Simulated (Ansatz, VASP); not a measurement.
## Two plane-wave programs on Te2Mo

```
Te Mo
1.0
     3.46655    0.00000    0.00000
    -1.73327    3.00212    0.00000
     0.00000    0.00000   18.04541
Te Mo
2 1
Direct
  0.33333 0.66667 0.89904
  0.33333 0.66667 0.10096
  0.00000 0.00000 0.00000
```

Change from the starting cell: strain along c alone, the other axes held, atoms relaxed: +3.0 %.

Alike in both runs: task relaxation of the atoms; functional LDA; k mesh 12 × 12 × 2; occupations gaussian, width 0.02 eV; no spin polarisation.

|  | VASP | Ansatz |
| --- | --- | --- |
| version | VASP 6.6.1 | Ansatz 0.2.0 |
| potentials or method | VASP PAW LDA potentials, release 64 (Te, Mo_sv), cutoff 450 eV | scalar-relativistic, plane waves, PAW |
| valence electrons in the cell | 26 | 46 |

```csv
,VASP,Ansatz,Ansatz less VASP
"gap on the k mesh at the Fermi level, each at its own relaxed structure (eV)",1.25,1.24,-0.005
```

LDA's correlation is that of Perdew and Zunger in VASP and of Perdew and Wang (1992) in Ansatz. VASP's potentials hold 26 valence electrons a cell and Ansatz's 46, so a difference there can come from the potentials and not from the codes. Ansatz's warnings: stress scf threshold loose.

Neither program's run includes spin-orbit coupling.
